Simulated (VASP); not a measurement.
A run of VASP 6.6.1 is set up as follows.

The input INCAR:

```
ALGO = Fast ; EDIFF = 1E-7
ENCUT = 520 ; GGA = PE
ISIF = 2 ; ISMEAR = 0
LASPH = T ; LCHARG = T
LELF = T ; LREAL = F
LVHAR = T ; LWAVE = F
NBANDS = 13 ; NELM = 60
PREC = Accurate ; SIGMA = 0.15
```

File KPOINTS:

```
k-points
0
Gamma
  20 20 20
```

File POSCAR:

```
Mo
1.0
   -0.2201130824      2.0010280217      2.0010280217
    1.7809149393      0.0000000000      1.7809149393
    2.0010280217      2.0010280217     -0.2201130824
Mo
1
Direct
    0.0000000000      0.0000000000      0.0000000000
```

Potentials or basis: VASP PAW PBE potentials, release 64 (Mo_sv).

Command:

```bash
$ cat potpaw_PBE.64/Mo_sv/POTCAR > POTCAR
$ mpirun -np 1 vasp_std > vasp.out
```

**Question.** Estimate the band gap on the k mesh.

**Answer.** Zero (band 7 reaches 16.00 eV, above the bottom of band 8 at 11.04 eV).

**Question.** Estimate the pressure.

**Answer.** 9.6 GPa.

Stress tensor (GPa, compression positive):
```
 9.02  0.00 13.21
 0.00 10.77  0.00
13.21  0.00  9.02
```

Caveat: the cell differs from its parent crystal (engineering shear strain xz -0.2200, normal strain along z +0.0000).
